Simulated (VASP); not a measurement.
A run of VASP 6.6.1 is set up as follows.

INCAR

```
ALGO = Normal ; EDIFF = 1E-7
ENCUT = 520 ; GGA = PE
ISIF = 2 ; ISMEAR = 0
LASPH = True ; LCHARG = False
LREAL = False ; LWAVE = False
NBANDS = 15 ; NELM = 100
PREC = Accurate ; SIGMA = 0.02
```

Contents of KPOINTS:

```
k-points
0
Gamma
  6 6 6
```

POSCAR

```
RbBr
1.0
   -0.0115164000      3.5805036000      3.4776786000
    3.5805036000     -0.0115164000      3.4776786000
    3.5689872000      3.5689872000      0.0000000000
Rb Br
1 1
Direct
    0.0364697301      0.0364697301     -0.0364697301
    0.4635302699      0.4635302699      0.5364697301
```

Potentials or basis: VASP PAW PBE potentials, release 64 (Rb_sv, Br).

The run is started by

```console
$ cat potpaw_PBE.64/Rb_sv/POTCAR potpaw_PBE.64/Br/POTCAR > POTCAR
$ mpirun -np 1 vasp_std > vasp.out
```

(1) Predict the largest force.

(2) Predict the pressure.

## Answers

(1) 0.974 eV/Å.

(2) 1.0 GPa.
